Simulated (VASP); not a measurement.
# Ti (Im-3m) in VASP: notebook, part 2 of 2

VASP 6.6.1.

## (3) Electric field gradients, PBE (volume scaled by 0.96)

INCAR reads:

```
SYSTEM = Ti
PREC = Accurate
ENCUT = 520
EDIFF = 1E-8
ISMEAR = -1
SIGMA = 0.05
LREAL = .FALSE.
LASPH = .TRUE.
NELM = 60
ALGO = Normal
ISIF = 2
LWAVE = .FALSE.
LCHARG = .FALSE.
GGA = PE
LEFG = .TRUE.
NBANDS = 12
```

KPOINTS reads:

```
regular mesh
0
G
  14 14 14
  0 0 0
```

POSCAR reads:

```
Ti
1.0
   -1.6188216056      1.6188216056      1.6188216056
    1.6188216056     -1.6188216056      1.6188216056
    1.6188216056      1.6188216056     -1.6188216056
Ti
1
Direct
    0.0000000000      0.0000000000      0.0000000000
```

Potentials or basis: VASP PAW PBE potentials, release 64 (Ti_sv).

Run with:

```
$ cat potpaw_PBE.64/Ti_sv/POTCAR > POTCAR
$ mpirun -np 1 vasp_std > vasp.out
```

OUTCAR:

```text
SYSTEM = Ti
   PREC = Accurate
   ENCUT = 520
   EDIFF = 1E-8
   ISMEAR = -1
   LREAL = .FALSE.
   LASPH = .TRUE.
   NELM = 60
   ISIF = 2
   GGA = PE

 ion  position               nearest neighbor table
   1  0.000  0.000  0.000-

  LATTYP: Found a body centered cubic cell.
 ALAT       =     3.2376432112

  Lattice vectors:

 A1 = (  -1.6188216056,   1.6188216056,   1.6188216056)
 A2 = (   1.6188216056,  -1.6188216056,   1.6188216056)
 A3 = (   1.6188216056,   1.6188216056,  -1.6188216056)

Analysis of symmetry for initial positions (statically):
=====================================================================
 Subroutine PRICEL returns:
 Original cell was already a primitive cell.

 Routine SETGRP: Setting up the symmetry group for a
 body centered cubic supercell.

 Subroutine GETGRP returns: Found 48 space group operations
 (whereof 48 operations were pure point group operations)
 out of a pool of 48 trial point group operations.

The static configuration has the point symmetry O_h .

Analysis of symmetry for dynamics (positions and initial velocities):
=====================================================================
 Subroutine PRICEL returns:
 Original cell was already a primitive cell.

 Routine SETGRP: Setting up the symmetry group for a
 body centered cubic supercell.

 Subroutine GETGRP returns: Found 48 space group operations
 (whereof 48 operations were pure point group operations)
 out of a pool of 48 trial point group operations.

The dynamic configuration has the point symmetry O_h .

 Subroutine INISYM returns: Found 48 space group operations
 (whereof 48 operations are pure point group operations),
 and found     1 'primitive' translations

[... 154 lines left out ...]
      6       9.3385      0.00000
      7       9.3385      0.00000
      8       9.3385      0.00000
      9      11.1461      0.00000
     10      11.1461      0.00000
     11      25.9081      0.00000
     12      25.9081      0.00000
[... 331 lines left out ...]
 k-point    24 :       0.3571    0.2857    0.0000
  band No.  band energies     occupation
      1     -47.9961      2.00000
      2     -24.5361      2.00000
      3     -24.4236      2.00000
      4     -24.0738      2.00000
      5       7.2007      2.00000
      6       7.7760      1.99996
      7       7.9770      1.99791
      8      11.2582      0.00000
      9      11.4996      0.00000
     10      15.6510      0.00000
     11      17.0139      0.00000
     12      18.0867      0.00000

 [... further k-points ...]
[... 5 lines left out ...]
  --------------------------------------------------------------------------------------
  -------------------------------------------------------------------------------------
  Total        0.1695304      0.1695304      0.1695304      0.0000000      0.0000000      0.0000000
  in kB       16.0066765     16.0066765     16.0066765      0.0000000      0.0000000      0.0000000
  external PRESSURE =      16.0066765 kB  Pullay stress =       0.0000000 kB

 VOLUME and BASIS-vectors are now :
 -----------------------------------------------------------------------------
  energy-cutoff  :      520.00
  volume of cell :       16.97
      direct lattice vectors                 reciprocal lattice vectors
    -1.618821606  1.618821606  1.618821606     0.000000000  0.308866646  0.308866646
     1.618821606 -1.618821606  1.618821606     0.308866646  0.000000000  0.308866646
     1.618821606  1.618821606 -1.618821606     0.308866646  0.308866646  0.000000000

 POSITION                                       TOTAL-FORCE (eV/Angst)
 -----------------------------------------------------------------------------------
      0.00000      0.00000      0.00000        -0.000000      0.000000     -0.000000
 -----------------------------------------------------------------------------------
    total drift:                               -0.000000      0.000000      0.000000

  FREE ENERGIE OF THE ION-ELECTRON SYSTEM (eV)
  ---------------------------------------------------
  free  energy   TOTEN  =        -7.7321113310 eV

  energy  without entropy=       -7.7123800224  energy(sigma->0) =       -7.72224568

 Electric field gradients (V/A^2)
---------------------------------------------------------------------
 ion       V_xx      V_yy      V_zz      V_xy      V_xz      V_yz
---------------------------------------------------------------------
   1       0.000    -0.000    -0.000    -0.000    -0.000    -0.000
---------------------------------------------------------------------

 Electric field gradients after diagonalization (V/A^2)
 (convention: |V_zz| > |V_xx| > |V_yy|)
----------------------------------------------------------------------
 ion       V_xx      V_yy      V_zz     asymmetry (V_yy - V_xx)/ V_zz
----------------------------------------------------------------------
   1       0.000     0.000    -0.000       0.000
----------------------------------------------------------------------

           NMR quadrupolar parameters

 Cq : quadrupolar parameter    Cq=e*Q*V_zz/h
 eta: asymmetry parameters     (V_yy - V_xx)/ V_zz
 Q  : nuclear electric quadrupole moment in mb (millibarn)
----------------------------------------------------------------------
 ion       Cq(MHz)       eta       Q (mb)
----------------------------------------------------------------------
   1      -0.000       0.000       1.000
----------------------------------------------------------------------
```

OSZICAR:

```text
N       E                     dE             d eps       ncg     rms          rms(c)
DAV:   1     0.843993782477E+02    0.84399E+02   -0.65003E+03  2508   0.122E+03
DAV:   2    -0.452740613713E+01   -0.88927E+02   -0.86554E+02  2548   0.292E+02
DAV:   3    -0.865140317196E+01   -0.41240E+01   -0.40768E+01  3516   0.642E+01
DAV:   4    -0.872481868164E+01   -0.73416E-01   -0.73352E-01  2756   0.789E+00
DAV:   5    -0.872652435131E+01   -0.17057E-02   -0.17056E-02  2936   0.108E+00    0.844E+00
DAV:   6    -0.772429728277E+01    0.10022E+01   -0.23232E+00  2700   0.219E+01    0.216E+00
DAV:   7    -0.772119166137E+01    0.31056E-02   -0.74571E-02  2984   0.297E+00    0.128E+00
DAV:   8    -0.773164558667E+01   -0.10454E-01   -0.36339E-02  2652   0.220E+00    0.103E-01
DAV:   9    -0.773208858326E+01   -0.44300E-03   -0.29274E-03  3036   0.511E-01    0.842E-02
DAV:  10    -0.773214108168E+01   -0.52498E-04   -0.23216E-04  2668   0.173E-01    0.166E-02
DAV:  11    -0.773211044592E+01    0.30636E-04   -0.21622E-05  2956   0.709E-02    0.670E-03
DAV:  12    -0.773211085113E+01   -0.40521E-06   -0.11456E-06  2888   0.135E-02    0.806E-04
DAV:  13    -0.773211140708E+01   -0.55595E-06   -0.28607E-07  3080   0.301E-03    0.169E-03
DAV:  14    -0.773211136871E+01    0.38370E-07   -0.27983E-08  2584   0.168E-03    0.783E-04
DAV:  15    -0.773211133650E+01    0.32209E-07   -0.11546E-08  2172   0.126E-03    0.467E-05
DAV:  16    -0.773211133096E+01    0.55429E-08   -0.62865E-10  1312   0.233E-04
   1 F= -.77321113E+01 E0= -.77222457E+01  d E =-.197313E-01
```

stdout:

```text
POSCAR found type information on POSCAR Ti
 POSCAR found :  1 types and       1 ions
 scaLAPACK will be used
 LDA part: xc-table for (Slater+PW92), standard interpolation
 POSCAR, INCAR and KPOINTS ok, starting setup
 FFT: planning ... GRIDC
 FFT: planning ... GRID_SOFT
 FFT: planning ... GRID
 WAVECAR not read
 entering main loop
ion   1
```

It took 29 s on 1 thread of Intel Xeon 8259CL, shared host; peak memory 0.15 GiB.

What came out:

```
Free energy            : -7.7321 eV
Pressure               : 1.6 GPa
Band gap on the k mesh : zero (band 6 reaches 9.34 eV, above the bottom of band 7 at 7.67 eV)
```

Caveat: without QUAD_EFG the Cq values of the log hold for a quadrupole moment of 1 mb, not for the nuclei.
